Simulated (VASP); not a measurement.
Write the native input for VASP 6.6.1 that does the following.

```yaml
Task: single point
Functional: LDA
Potentials_or_basis: VASP PAW LDA potentials, release 64 (Al)
Cutoff: 520 eV
k_mesh: 18 × 18 × 10
Occupations: gaussian, width 0.15 eV
Spin: no spin polarisation
Dipole_correction: no
Further_INCAR_settings: ALGO = Fast; EDIFF = 1e-06; NBANDS = 10
```

The structure of Al lies in POSCAR:

```
Al
1.0
    2.8024648109      0.0000000000      0.0000000000
   -1.4012324054      2.4270057195      0.0000000000
    0.0000000000      0.0000000000      4.3113000000
Al
2
Direct
    0.6666666667      0.3333333333      0.7500000000
    0.3333333333      0.6666666667      0.2500000000
```

These files were run (other wordings do the same):

INCAR

```
PREC = Accurate
ENCUT = 520
EDIFF = 1E-6
ISMEAR = 0
SIGMA = 0.15
LREAL = False
LASPH = True
NELM = 80
ALGO = Fast
ISIF = 2
LWAVE = False
LCHARG = False
GGA = CA
NBANDS = 10
```

KPOINTS

```
regular mesh
0
Gamma
  18 18 10
```

Potentials or basis: VASP PAW LDA potentials, release 64 (Al).

Run with:

```console
$ cat potpaw_LDA.64/Al/POTCAR > POTCAR
$ mpirun -np 1 vasp_std > vasp.out
```

It gave:

```yaml
Pressure: 8.6 GPa
Band_gap_on_the_k_mesh: zero (band 3 reaches 14.38 eV, above the bottom of band 4 at 5.59 eV)
```

It took 16 s on 1 thread of Intel(R) Xeon(R) 6975P-C (Granite Rapids), with other jobs on the host, peak memory 0.16 GiB.
